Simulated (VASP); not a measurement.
AlNi, 2 atoms in the cell. The structure is cubic, space group F-43m (No. 216). The conventional cell has a = 5.311 Å, b = 5.311 Å, c = 5.311 Å, α = 90.00°, β = 90.00°, γ = 90.00°. Al (site symmetry -43m) has 4 Ni at 2.30 Å within 3.0 Å. Within 3.0 Å of Ni (site symmetry -43m) lie 4 Al at 2.30 Å. 

```yaml
Program: VASP 6.6.1
Task: relaxation of cell and atoms
Functional: r2SCAN
Potentials_or_basis: VASP PAW PBE potentials, release 64 (Al, Ni)
Cutoff: 600 eV
k_mesh: 18 × 18 × 18
Occupations: gaussian, width 0.1 eV
Spin: no spin polarisation
Dipole_correction: no
Further_INCAR_settings: ALGO = Normal; EDIFF = 1e-07; IBRION = 2; EDIFFG = -0.01; NSW = 100; ISIF = 3
```

Potentials or basis: VASP PAW PBE potentials, release 64 (Al, Ni).

Run with:

```bash
$ cat potpaw_PBE.64/Al/POTCAR potpaw_PBE.64/Ni/POTCAR > POTCAR
$ cp INCAR.step1 INCAR
$ mpirun -np 1 vasp_std > vasp.out
$ cp INCAR.step2 INCAR
$ mpirun -np 1 vasp_std > vasp.out
```

Hardware: 1 thread of Intel(R) Xeon(R) 6975P-C (Granite Rapids), on a shared host.

Q: How long does it take, and how much memory?

A: It took 4.6 min on 1 thread of Intel(R) Xeon(R) 6975P-C (Granite Rapids) (shared host), peak memory 0.26 GiB. Counts: k points 195, ion steps 2.
